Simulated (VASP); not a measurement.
# SrFe2O3 (Pmmn) in VASP: single point with PBE+U

Aim: the single point of SrFe2O3 with PBE+U.

Program: VASP 6.6.1. These are calculated values, not measurements. Logs are shortened: lines on timing, memory, paths and dates and some standing lists are left out, and cuts for length are marked.

## 1. The cell of the first run

It takes space group Pmmn (No. 59, orthorhombic). The conventional cell has a = 3.844 Å, b = 10.515 Å, c = 3.246 Å, α = 90.00°, β = 90.00°, γ = 90.00°. Within 2.6 Å of Fe (site symmetry m) lie 5 O at 1.93 to 2.23 Å. Sr (site symmetry mm2) has 6 O at 1.98 to 2.56 Å within 2.6 Å. Within 2.6 Å of O (site symmetry m) lie 4 Fe at 1.93 to 2.23 Å and 2 Sr at 2.53 to 2.56 Å. Within 2.6 Å of O (site symmetry mm2) lie 2 Sr at 1.98 Å and 2 Fe at 2.16 Å.

## 2. Single point, PBE+U, collinear spin, antiferromagnetic start

INCAR

```
SYSTEM = SrFe2O3
  PREC = Accurate
  ENCUT = 520
  EDIFF = 1E-6
  ISMEAR = -1
  SIGMA = 0.1
  LREAL = .False.
  LASPH = .True.
  NELM = 150
  ALGO = Normal
  ISIF = 2
  LWAVE = .False.
  LCHARG = .False.
  ISPIN = 2
  MAGMOM = 4 4 -4 -4 0 0 0 0 0 0 0 0
  LORBIT = 11
  LMAXMIX = 4
  LDAU = .True.
  LDAUTYPE = 2
  LDAUL = 2 -1 -1
  LDAUU = 6.59 0 0
  LDAUJ = 0 0 0
  LDAUPRINT = 1
  GGA = PE
  NBANDS = 60
```

KPOINTS

```
regular mesh
0
Gamma
  2 5 6
  0 0 0
```

POSCAR

```
SrFe2O3
1.0
   10.5151149500      0.0000000000      0.0000000000
    0.0000000000      3.8442434000      0.0000000000
    0.0000000000      0.0000000000      3.2461878200
Fe Sr O
4 2 6
Direct
    0.0720000000      0.7500000000      0.7200000000
    0.4280000000      0.7500000000      0.7200000000
    0.5720000000      0.2500000000      0.2800000000
    0.9280000000      0.2500000000      0.2800000000
    0.2500000000      0.2500000000      0.2450000000
    0.7500000000      0.7500000000      0.7550000000
    0.0640000000      0.2500000000      0.7530000000
    0.4360000000      0.2500000000      0.7530000000
    0.5640000000      0.7500000000      0.2470000000
    0.9360000000      0.7500000000      0.2470000000
    0.2500000000      0.7500000000      0.3870000000
    0.7500000000      0.2500000000      0.6130000000
```

Potentials or basis: VASP PAW PBE potentials, release 64 (Fe, Sr_sv, O).

Launch:

```
cat potpaw_PBE.64/Fe/POTCAR potpaw_PBE.64/Sr_sv/POTCAR potpaw_PBE.64/O/POTCAR > POTCAR
mpirun -np 1 vasp_std > vasp.out
```

OUTCAR:

```text
SYSTEM = SrFe2O3
   PREC = Accurate
   ENCUT = 520
   EDIFF = 1E-6
   ISMEAR = -1
   LREAL = .False.
   LASPH = .True.
   NELM = 150
   ISIF = 2
   ISPIN = 2
   LORBIT = 11
   GGA = PE

 ion  position               nearest neighbor table
   1  0.072  0.750  0.720-   7 1.93   7 1.93  10 2.10  11 2.16  10 2.23   4 2.83   4 2.83   4 3.05
                             4 3.05   5 3.09   5 3.09   5 3.18   5 3.18   6 3.39
   2  0.428  0.750  0.720-   8 1.93   8 1.93   9 2.10  11 2.16   9 2.23   3 2.83   3 2.83   3 3.05
                             3 3.05   5 3.09   5 3.09   5 3.18   5 3.18   6 3.39
   3  0.572  0.250  0.280-   9 1.93   9 1.93   8 2.10  12 2.16   8 2.23   2 2.83   2 2.83   2 3.05
                             2 3.05   6 3.09   6 3.09   6 3.18   6 3.18   5 3.39
   4  0.928  0.250  0.280-  10 1.93  10 1.93   7 2.10  12 2.16   7 2.23   1 2.83   1 2.83   1 3.05
                             1 3.05   6 3.09   6 3.09   6 3.18   6 3.18   5 3.39
   5  0.250  0.250  0.245-  11 1.98  11 1.98   7 2.53   8 2.53   7 2.56   8 2.56   1 3.09   1 3.09
                             2 3.09   2 3.09   2 3.18   1 3.18   1 3.18   2 3.18  11 3.38  11 3.38
   6  0.750  0.750  0.755-  12 1.98  12 1.98   9 2.53  10 2.53  10 2.56   9 2.56   3 3.09   3 3.09
                             4 3.09   4 3.09   4 3.18   4 3.18   3 3.18   3 3.18  12 3.38  12 3.38
   7  0.064  0.250  0.753-   1 1.93   1 1.93   4 2.10   4 2.23   5 2.53   5 2.56
   8  0.436  0.250  0.753-   2 1.93   2 1.93   3 2.10   3 2.23   5 2.53   5 2.56
   9  0.564  0.750  0.247-   3 1.93   3 1.93   2 2.10   2 2.23   6 2.53   6 2.56
  10  0.936  0.750  0.247-   4 1.93   4 1.93   1 2.10   1 2.23   6 2.53   6 2.56
  11  0.250  0.750  0.387-   5 1.98   5 1.98   1 2.16   2 2.16   5 3.38   5 3.38
  12  0.750  0.250  0.613-   6 1.98   6 1.98   3 2.16   4 2.16   6 3.38   6 3.38

  LATTYP: Found a simple orthorhombic cell.
 ALAT       =     3.2461878200
 B/A-ratio  =     1.1842332031
 C/A-ratio  =     3.2392195193

  Lattice vectors:

 A1 = (   0.0000000000,   0.0000000000,  -3.2461878200)
 A2 = (   0.0000000000,   3.8442434000,   0.0000000000)
 A3 = (  10.5151149500,   0.0000000000,   0.0000000000)

Analysis of symmetry for initial positions (statically):
=====================================================================
 Subroutine PRICEL returns:
 Original cell was already a primitive cell.

 Routine SETGRP: Setting up the symmetry group for a
 simple orthorhombic supercell.

 Subroutine GETGRP returns: Found  8 space group operations
 (whereof  2 operations were pure point group operations)
 out of a pool of  8 trial point group operations.

The static configuration has the point symmetry S_2 .
 The point group associated with its full space group is D_2h.

Analysis of symmetry for dynamics (positions and initial velocities):
=====================================================================
 Subroutine PRICEL returns:
 Original cell was already a primitive cell.

 Routine SETGRP: Setting up the symmetry group for a
 simple orthorhombic supercell.

 Subroutine GETGRP returns: Found  8 space group operations
 (whereof  2 operations were pure point group operations)
 out of a pool of  8 trial point group operations.

The dynamic configuration has the point symmetry S_2 .
 The point group associated with its full space group is D_2h.

Analysis of structural, dynamic, and magnetic symmetry:
=====================================================================
 Subroutine PRICEL returns:
 Original cell was already a primitive cell.

 Routine SETGRP: Setting up the symmetry group for a
 simple orthorhombic supercell.

 Subroutine GETGRP returns: Found  8 space group operations
 (whereof  2 operations were pure point group operations)
 out of a pool of  8 trial point group operations.

The overall configuration has the point symmetry S_2 .
 The point group associated with its full space group is D_2h.

 Subroutine INISYM returns: Found  8 space group operations
 (whereof  2 operations are pure point group operations),
 and found     1 'primitive' translations

----------------------------------------------------------------------------------------

                                     Primitive cell

  volume of cell :     131.2196

  direct lattice vectors                    reciprocal lattice vectors
    10.515114950  0.000000000  0.000000000     0.095101195  0.000000000  0.000000000
     0.000000000  3.844243400  0.000000000     0.000000000  0.260129210  0.000000000
     0.000000000  0.000000000  3.246187820     0.000000000  0.000000000  0.308053648

  length of vectors
    10.515114950  3.844243400  3.246187820     0.095101195  0.260129210  0.308053648

  position of ions in fractional coordinates (direct lattice)
     0.072000000  0.750000000  0.720000000
[... 116 lines left out ...]
     AMIX     =   0.40;   BMIX     =  1.00
     AMIX_MAG =   1.60;   BMIX_MAG =  1.00
  volume/ion in A,a.u.               =      10.93        73.79
  Fermi-wavevector in a.u.,A,eV,Ry     =   1.432967  2.707915 27.938129  2.053395
  Thomas-Fermi vector in A             =   2.552537
   LORBIT       =     11    0 simple, 1 ext, 2 COOP (PROOUT), +10 PAW based schemes
 LDA+U is selected, type is set to LDAUTYPE =  2
   angular momentum for each species LDAUL =     2   -1   -1
   U (eV)           for each species LDAUU =   6.6  0.0  0.0
   J (eV)           for each species LDAUJ =   0.0  0.0  0.0
   GGA     = PE    functional components
   LHFCALC =     F    Hartree Fock is set to
   AEXX    =    0.0000 exact exchange contribution
   IVDW    =     0    specifies the selected vdW correction
   LEPSILON=     F    determine dielectric tensor
   LRPA    =     F    only Hartree local field effects (RPA)
 spin polarized calculation
  energy-cutoff  :      520.00
  volume of cell :      131.22
 maximum number of plane-waves:      3560
 NGX is ok and might be reduce to    80
   NGX = 39   NGY = 15   NGZ = 13

 number of electron      87.9999993 magnetization       0.0000000

atom =   1  type =  1  l = 2

 onsite density matrix

spin component  1
[... 116 lines left out ...]
  o =  0.0375  v = -0.2271 -0.9739 -0.0000  0.0000 -0.0000  0.0000  0.0000  0.0000  0.0000  0.0000      0.0000  0.0000  0.0000  0.0000  0.0000  0.0000  0.0000  0.0000  0.0000  0.0000
  o =  0.0434  v =  0.9739 -0.2271 -0.0000 -0.0000 -0.0000  0.0000  0.0000  0.0000  0.0000  0.0000      0.0000  0.0000  0.0000  0.0000  0.0000  0.0000  0.0000  0.0000  0.0000  0.0000
  o =  0.0594  v = -0.0000  0.0000 -0.1395 -0.9901  0.0154  0.0000  0.0000  0.0000  0.0000  0.0000      0.0000  0.0000  0.0000  0.0000  0.0000  0.0000  0.0000  0.0000  0.0000  0.0000
  o =  0.1546  v =  0.0000 -0.0000  0.4488 -0.0493  0.8923  0.0000  0.0000  0.0000  0.0000  0.0000      0.0000  0.0000  0.0000  0.0000  0.0000  0.0000  0.0000  0.0000  0.0000  0.0000
  o =  0.9641  v = -0.0000  0.0000  0.8827 -0.1313 -0.4512  0.0000  0.0000  0.0000  0.0000  0.0000      0.0000  0.0000  0.0000  0.0000  0.0000  0.0000  0.0000  0.0000  0.0000  0.0000
  o =  0.9751  v =  0.0000  0.0000  0.0000  0.0000  0.0000  0.0000 -0.0000 -0.8815  0.1080  0.4598      0.0000  0.0000  0.0000  0.0000  0.0000  0.0000  0.0000  0.0000  0.0000  0.0000
  o =  0.9859  v =  0.0000  0.0000  0.0000  0.0000  0.0000  0.4681  0.8837  0.0000  0.0000  0.0000      0.0000  0.0000  0.0000  0.0000  0.0000  0.0000  0.0000  0.0000  0.0000  0.0000
  o =  0.9885  v =  0.0000  0.0000  0.0000  0.0000  0.0000 -0.8837  0.4681  0.0000  0.0000  0.0000      0.0000  0.0000  0.0000  0.0000  0.0000  0.0000  0.0000  0.0000  0.0000  0.0000
  o =  1.0029  v =  0.0000  0.0000  0.0000  0.0000  0.0000  0.0000 -0.0000  0.1731  0.9796  0.1019      0.0000  0.0000  0.0000  0.0000  0.0000  0.0000  0.0000  0.0000  0.0000  0.0000
  o =  1.0755  v =  0.0000  0.0000  0.0000  0.0000  0.0000  0.0000 -0.0000  0.4394 -0.1694  0.8822      0.0000  0.0000  0.0000  0.0000  0.0000  0.0000  0.0000  0.0000  0.0000  0.0000

 number of electron      87.9999993 magnetization      -0.0000000

 Free energy of the ion-electron system (eV)
  ---------------------------------------------------
  ext. energy  EPLUGINS =         0.00000000
  ---------------------------------------------------
  free energy    TOTEN  =       -69.64511518 eV

  energy without entropy =      -69.64508234  energy(sigma->0) =      -69.64509876

 E-fermi :   6.0824     XC(G=0): -11.7386

 val. band max:        5.1592802746   @ k =   0.5000   0.0000   0.0000
 cond. band min:       6.8449100386   @ k =   0.0000   0.0000   0.0000
 fundamental gap:      1.6856297640
 Fermi energy:         6.0824167307

 spin component 1

 k-point     1 :       0.0000    0.0000    0.0000
  band No.  band energies     occupation
      1     -27.6486      1.00000
      2     -27.6467      1.00000
      3     -14.5015      1.00000
      4     -14.1838      1.00000
      5     -13.6866      1.00000
      6     -13.3383      1.00000
[... 1405 lines left out ...]
     55      11.5594      0.00000
     56      11.7561      0.00000
 Fermi energy:         6.0824167307

 spin component 2

 k-point     1 :       0.0000    0.0000    0.0000
  band No.  band energies     occupation
      1     -27.6486      1.00000
      2     -27.6467      1.00000
      3     -14.5015      1.00000
      4     -14.1838      1.00000
      5     -13.6866      1.00000
      6     -13.3383      1.00000
[... 1405 lines left out ...]
     55      11.5594      0.00000
     56      11.7561      0.00000
 [bands above 56 left out]

------------------------ aborting loop because EDIFF is reached ----------------------------------------

  FORCE on cell =-STRESS in cart. coord.  units (eV):
  Direction    XX          YY          ZZ          XY          YZ          ZX
  --------------------------------------------------------------------------------------
  -------------------------------------------------------------------------------------
  Total       13.5594442     76.2194480     19.8928398      0.0000000      0.0000000      0.0000000
  in kB      165.5594311    930.6316871    242.8895454      0.0000000      0.0000000      0.0000000
  external PRESSURE =     446.3602212 kB  Pullay stress =       0.0000000 kB

 VOLUME and BASIS-vectors are now :
 -----------------------------------------------------------------------------
  energy-cutoff  :      520.00
  volume of cell :      131.22
      direct lattice vectors                 reciprocal lattice vectors
    10.515114950  0.000000000  0.000000000     0.095101195  0.000000000  0.000000000
     0.000000000  3.844243400  0.000000000     0.000000000  0.260129210  0.000000000
     0.000000000  0.000000000  3.246187820     0.000000000  0.000000000  0.308053648

 POSITION                                       TOTAL-FORCE (eV/Angst)
 -----------------------------------------------------------------------------------
      0.75709      2.88318      2.33726         0.209119      0.000000      0.479244
      4.50047      2.88318      2.33726        -0.209119     -0.000000      0.479244
      6.01465      0.96106      0.90893         0.209119      0.000000     -0.479244
      9.75803      0.96106      0.90893        -0.209119      0.000000     -0.479244
      2.62878      0.96106      0.79532         0.000000      0.000000     -4.301899
      7.88634      2.88318      2.45087        -0.000000     -0.000000      4.301899
      0.67297      0.96106      2.44438         0.274878      0.000000      0.439261
      4.58459      0.96106      2.44438        -0.274878      0.000000      0.439261
      5.93052      2.88318      0.80181         0.274878     -0.000000     -0.439261
      9.84215      2.88318      0.80181        -0.274878     -0.000000     -0.439261
      2.62878      2.88318      1.25627         0.000000      0.000000      4.064391
      7.88634      0.96106      1.98991         0.000000     -0.000000     -4.064391
 -----------------------------------------------------------------------------------
    total drift:                               -0.000000      0.000000     -0.000000

  FREE ENERGIE OF THE ION-ELECTRON SYSTEM (eV)
  ---------------------------------------------------
  free  energy   TOTEN  =       -69.6451151821 eV

  energy  without entropy=      -69.6450823394  energy(sigma->0) =      -69.64509876

 total charge

# of ion       s       p       d       tot
------------------------------------------
    1        0.344   0.455   6.256   7.055
    2        0.344   0.455   6.256   7.055
    3        0.344   0.455   6.256   7.055
    4        0.344   0.455   6.256   7.055
    5        2.047   5.935   0.606   8.588
    6        2.047   5.935   0.606   8.588
    7        1.553   3.542   0.000   5.095
    8        1.553   3.542   0.000   5.095
    9        1.553   3.542   0.000   5.095
   10        1.553   3.542   0.000   5.095
   11        1.592   3.558   0.000   5.149
   12        1.592   3.558   0.000   5.149
--------------------------------------------------
tot         14.866  34.976  26.234  76.075

 magnetization (x)

# of ion       s       p       d       tot
------------------------------------------
    1        0.034   0.034   3.758   3.825
    2        0.034   0.034   3.758   3.825
    3       -0.034  -0.034  -3.758  -3.825
    4       -0.034  -0.034  -3.758  -3.825
    5       -0.001   0.001  -0.003  -0.004
    6        0.001  -0.001   0.003   0.004
    7       -0.003   0.015   0.000   0.012
    8       -0.003   0.015   0.000   0.012
    9        0.003  -0.015   0.000  -0.012
   10        0.003  -0.015   0.000  -0.012
   11        0.006   0.063   0.000   0.070
   12       -0.006  -0.063   0.000  -0.070
--------------------------------------------------
tot          0.000   0.000   0.000   0.000
```

It took 9.7 min on 1 thread of Intel Xeon Platinum 8259CL at 2.50GHz (Skylake/Cascade Lake), shared host; peak memory 0.45 GiB.

What came out:

* Free energy: -69.6451 eV
* Pressure: 44.6 GPa
* Largest force: 4.302 eV/Å
* Band gap on the k mesh: 1.69 eV
* Net moment: 0.00 μB per cell
* Site moments: Fe +3.83, -3.83 (each value once); Sr -0.00, +0.00; O +0.01, -0.01, +0.07, -0.07 (each value once) μB
* Valence electrons inside the program's atomic spheres: Fe 7.05; Sr 8.59; O 5.09, 5.15 (each value once)

Forces on the atoms (eV/Å):
```
Fe   0.209  0.000  0.479
Fe  -0.209  0.000  0.479
Fe   0.209  0.000 -0.479
Fe  -0.209  0.000 -0.479
Sr   0.000  0.000 -4.302
Sr   0.000  0.000  4.302
O    0.275  0.000  0.439
O   -0.275  0.000  0.439
O    0.275  0.000 -0.439
O   -0.275  0.000 -0.439
O    0.000  0.000  4.064
O    0.000  0.000 -4.064
```

Eigenvalues of the final occupation matrices:
```csv
site,spin,trace,eigenvalues
site 1 d,1,5.03,0.98 0.99 0.99 1.00 1.08
site 1 d,2,1.26,0.04 0.04 0.06 0.15 0.96
site 2 d,1,5.03,0.98 0.99 0.99 1.00 1.08
site 2 d,2,1.26,0.04 0.04 0.06 0.15 0.96
site 3 d,1,1.26,0.04 0.04 0.06 0.15 0.96
site 3 d,2,5.03,0.98 0.99 0.99 1.00 1.08
site 4 d,1,1.26,0.04 0.04 0.06 0.15 0.96
site 4 d,2,5.03,0.98 0.99 0.99 1.00 1.08
```

Caveat: the stress differs along the axes, from 17 to 93 GPa; forces of over 1 eV/Å act on the atoms, so gaps and moduli don't describe the material at rest. A k mesh can miss the band edges.
